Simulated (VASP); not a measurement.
Wanted: the native input for a VASP 6.6.1 run.

```yaml
Task: single point
Functional: LDA
Potentials_or_basis: VASP PAW LDA potentials, release 64 (Ti_sv, Al)
Cutoff: 520 eV
k_mesh: 12 × 12 × 12
Occupations: gaussian, width 0.1 eV
Spin: no spin polarisation
Dipole_correction: no
Further_INCAR_settings: ALGO = Fast; EDIFF = 1e-07; NBANDS = 18
```

The structure of TiAl3 (vib) lies in POSCAR:

```
TiAl3
1.0
   -1.8895834422      1.8895834422      4.2411100211
    1.8895834422     -1.8895834422      4.2411100211
    1.8895834422      1.8895834422     -4.2411100211
Ti Al
1 3
Direct
    0.0000000000      0.0000000000      0.0000000000
    0.5000000000      0.5000000000      0.0000000000
    0.7500000000      0.2500000000      0.5000000000
    0.2500000000      0.7500000000      0.5000000000
```

These files were run (other wordings do the same):

INCAR

```
SYSTEM = TiAl3
PREC = Accurate ; ENCUT = 520
EDIFF = 1E-7 ; ISMEAR = 0
SIGMA = 0.1 ; LREAL = .False.
LASPH = .True. ; NELM = 80
ALGO = Fast ; ISIF = 2
LWAVE = .False. ; LCHARG = .False.
GGA = CA ; NBANDS = 18
```

KPOINTS

```
regular mesh
0
Gamma
  12 12 12
  0 0 0
```

Potentials or basis: VASP PAW LDA potentials, release 64 (Ti_sv, Al).

Run with:

```console
$ cat potpaw_LDA.64/Ti_sv/POTCAR potpaw_LDA.64/Al/POTCAR > POTCAR
$ mpirun -np 1 vasp_std > vasp.out
```

It gave:

```yaml
Pressure: 0.2 GPa
```

Wall time 7.3 min on 1 thread of Intel(R) Xeon(R) 6975P-C (Granite Rapids), on a shared host, peak memory 0.31 GiB.
